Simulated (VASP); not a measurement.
Set up this calculation in VASP 6.6.1, as the native input.

```yaml
Task: single point
Functional: PBEsol
Potentials_or_basis: VASP PAW PBE potentials, release 64 (Hf_pv, C)
Cutoff: 520 eV
k_mesh: 20 × 20 × 20
Occupations: gaussian, width 0.15 eV
Spin: no spin polarisation
Dipole_correction: no
Further_INCAR_settings: ALGO = Normal; EDIFF = 1e-06; NBANDS = 14
```

The structure of HfC lies in POSCAR:

```
HfC
1.0
    0.0000000000      2.0714437955      2.9290215268
    2.0714437955      0.0000000000      2.9290215268
    2.0714437955      2.0714437955      0.0000000000
Hf C
1 1
Direct
    0.5000000000      0.5000000000      0.5000000000
    0.0000000000      0.0000000000      0.0000000000
```

This cell differs from its parent crystal: ratio of the length along z to the lengths across it x 1.414, volume and fractional coordinates fixed.

These files were run (other wordings do the same):

INCAR

```
PREC = Accurate
ENCUT = 520
EDIFF = 1E-6
ISMEAR = 0
SIGMA = 0.15
LREAL = False
LASPH = True
NELM = 80
ALGO = Normal
ISIF = 2
LWAVE = False
LCHARG = False
GGA = PS
NBANDS = 14
```

KPOINTS

```
Automatic mesh
0
Gamma
  20 20 20
```

Potentials or basis: VASP PAW PBE potentials, release 64 (Hf_pv, C).

The run is started by

```bash
$ cat potpaw_PBE.64/Hf_pv/POTCAR potpaw_PBE.64/C/POTCAR > POTCAR
$ mpirun -np 1 vasp_std > vasp.out
```

Results of the run:

The pressure is 44.0 GPa. The band gap on the k mesh is zero (band 7 reaches 7.30 eV, above the bottom of band 8 at 5.23 eV).

Caveat: the PAW data sets were made with another functional, which shifts forces and pressure a little; spin-orbit coupling is left out, which moves the levels of the heavy elements.

Wall time 3.2 min on 1 thread of AMD EPYC 7R13 Processor (Zen 3), with other jobs on the host, peak memory 0.32 GiB.
